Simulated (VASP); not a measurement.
Runs of VASP 6.6.1 on Sc. The structure is that of space group Fm-3m (No. 225), or close to it. The cells are those of the table. 

```tsv
cell	gap on the mesh (eV)	pressure (GPa)
a = 3.283, b = 3.283, c = 3.259 Å, angles 60.2, 60.2, 59.5°, 1 atom	none	-5.1
a = 3.115 Å, angles 60.0°, 1 atom	none	(b)
a = 3.283, b = 3.283, c = 3.307 Å, angles 59.8, 59.8, 60.5°, 1 atom	none	-5.7
a = 3.187, b = 3.187, c = 3.163 Å, angles 60.3, 60.3, 59.5°, 1 atom	none	(a)
a = 3.212, b = 3.212, c = 3.115 Å, angles 61.0, 61.0, 58.0°, 1 atom	none	-0.7
```

Alike in all rows: task single point; level LDA; potentials or basis VASP PAW LDA potentials, release 64 (Sc_sv); no spin polarisation; k mesh 18 × 18 × 18; cutoff (eV) 520; smearing gaussian 0.15 eV.

Fill in the values left out.

(a) -0.8; (b) 3.0.

A gap of «none» marks levels without a gap at the run's occupations.
